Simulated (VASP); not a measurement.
Runs of VASP 6.6.1 on W. The structure is that of space group Im-3m (No. 229), or close to it. The cells are those of the table. 

```csv
cell,gap on the mesh (eV),pressure (GPa)
"a = 2.777 Å, angles 109.5°, 1 atom",none,-3.3
"a = 2.741 Å, angles 109.5°, 1 atom",none,8.8
"a = 2.704 Å, angles 109.5°, 1 atom",none,(a)
"a = 2.626 Å, angles 109.5°, 1 atom",none,(b)
"a = 2.846 Å, angles 109.5°, 1 atom",none,-21.2
```

Alike in all rows: task single point; level revPBE; potentials or basis VASP PAW PBE potentials, release 64 (W_sv); no spin polarisation; k mesh 13 × 13 × 13; cutoff (eV) 520; smearing fermi-dirac 0.15 eV.

**Question.** Estimate the missing entries.

**Answer.** (a) 23.7; (b) 64.4.

Caveats: the PAW data sets were made with another functional, which shifts forces and pressure a little; spin-orbit coupling is left out, which moves the levels of the heavy elements.

A k mesh can miss the band edges, and the runs leave out spin-orbit coupling on W.

A gap of «none» marks levels without a gap at the run's occupations.
